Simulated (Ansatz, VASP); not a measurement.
**Two plane-wave programs on Ga2GeO2**

```
CELL_PARAMETERS angstrom
4.35565 0.00000 0.00000
-2.17783 3.77211 0.00000
0.00000 0.00000 6.73688
ATOMIC_POSITIONS crystal
Ga 0.33333 0.66667 0.50000
Ga 0.66667 0.33333 0.50000
Ge 0.00000 0.00000 0.00000
O 0.00000 0.00000 0.73975
O 0.00000 0.00000 0.26025
```

Alike in both runs: functional PBE; k mesh 12 × 12 × 6; occupations gaussian, width 0.1 eV; no spin polarisation.

Ansatz relaxed the structure, and its values are those at the end. VASP's run is a single point on that final structure, the one shown.

```csv
,VASP,Ansatz
version,VASP 6.6.1,Ansatz 0.2.0
potentials or method,"VASP PAW PBE potentials, release 64 (Ga_d, Ge_d, O), cutoff 520 eV","scalar-relativistic, plane waves, PAW"
valence electrons in the cell,52,52
```

Ansatz gave:

```
gap on the k mesh at the Fermi level (eV) : none
pressure (GPa)                            : 0.0
rms of the force components (eV/Å)        : 0.002
```

Task: Estimate VASP's values.

Result: gap on the k mesh at the Fermi level (eV): none; pressure (GPa): 0.0; rms of the force components (eV/Å): 0.008.

A gap of «none» marks a metal or a gap that the smearing closes. With one functional, cell and mesh, what is left measures potentials, basis and numerics.
